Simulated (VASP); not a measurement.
A run of VASP 6.6.1 is set up as follows.

INCAR

```
SYSTEM = NiO
PREC = Accurate ; ENCUT = 520
EDIFF = 1E-6 ; ISMEAR = 0
SIGMA = 0.1 ; LREAL = .False.
LASPH = .True. ; NELM = 150
ALGO = Normal ; ISIF = 2
LWAVE = .False. ; LCHARG = .False.
ISPIN = 2 ; MAGMOM = 1.14 0.2
LORBIT = 11 ; LMAXMIX = 4
GGA = PS ; NBANDS = 19
```

File KPOINTS:

```
regular mesh
0
Gamma
  18 18 18
  0 0 0
```

File POSCAR:

```
NiO
1.0
    0.0000000000      2.0580557365      2.0580557365
    2.0580557365      0.0000000000      2.0580557365
    2.0580557365      2.0580557365      0.0000000000
Ni O
1 1
Direct
    0.0000000000      0.0000000000      0.0000000000
    0.5000000000      0.5000000000      0.5000000000
```

Potentials or basis: VASP PAW PBE potentials, release 64 (Ni, O).

The run is started by

```sh
$ cat potpaw_PBE.64/Ni/POTCAR potpaw_PBE.64/O/POTCAR > POTCAR
$ mpirun -np 1 vasp_std > vasp.out
```

What does it give for the site moments?

Ni +1.00; O +0.16 μB.

What does it give for the net moment?

1.20 μB per cell.

Caveat: a cell with one magnetic atom can't hold antiferromagnetic order, which such compounds often take; semilocal functionals often make such compounds metallic where correlation or magnetic order opens a gap, which also shifts bond lengths.

**The experiment to reproduce.**

From “Local correlations, non-local screening, multiplets, and band formation in NiO”, 2012, arxiv:1210.6675, for a bulk crystal of NiO: band gap 4.3 eV.

A measured gap of NiO is 4.3 eV (quoted in “Local correlations, non-local screening, multiplets, and band formation in NiO”, 2012, arxiv:1210.6675); the calculated 0.00 eV misses it by -4.30 eV. So large a miss can be the level of theory's own, or it may mean another phase, state or a wrong row. The value is that of PBEsol on a finite k mesh, which can miss the band edges, without temperature or zero-point motion. Semilocal functionals fall short of measured gaps as a rule. The run's magnetic order (collinear spin, ferromagnetic start) needn't be the measured crystal's.
